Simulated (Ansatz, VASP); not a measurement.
One calculation of GaSb3, two programs

```
Ga Sb
1.0
     5.36922    0.00000    0.00000
     0.00000    5.36922    0.00000
     0.00000    0.00000    5.36922
Ga Sb
1 3
Cartesian
  2.6846 2.6846 2.6846
  0.0000 2.6846 2.6846
  2.6846 0.0000 2.6846
  2.6846 2.6846 0.0000
```

Alike in both runs: functional PBE; k mesh 4 × 4 × 4; occupations gaussian, width 0.2 eV; no spin polarisation.

Ansatz relaxed the structure, and its values are those at the end. VASP's run is a single point on that final structure, the one shown.

|  | VASP | Ansatz |
| --- | --- | --- |
| version | VASP 6.6.1 | Ansatz 0.2.0 |
| potentials or method | VASP PAW PBE potentials, release 64 (Ga_d, Sb), cutoff 500 eV | scalar-relativistic, plane waves, PAW |
| valence electrons in the cell | 28 | 58 |

```csv
,VASP,Ansatz,Ansatz less VASP
gap on the k mesh at the Fermi level (eV),none,none,-
pressure (GPa),0.7,0.7,+0.01
```

A gap of «none» marks a metal or a gap that the smearing closes. The functional is the same, so the differences come from potentials, cutoffs and numerics. VASP's potentials hold 28 valence electrons a cell and Ansatz's 58, so a difference there can come from the potentials and not from the codes.

Neither program's run includes spin-orbit coupling.
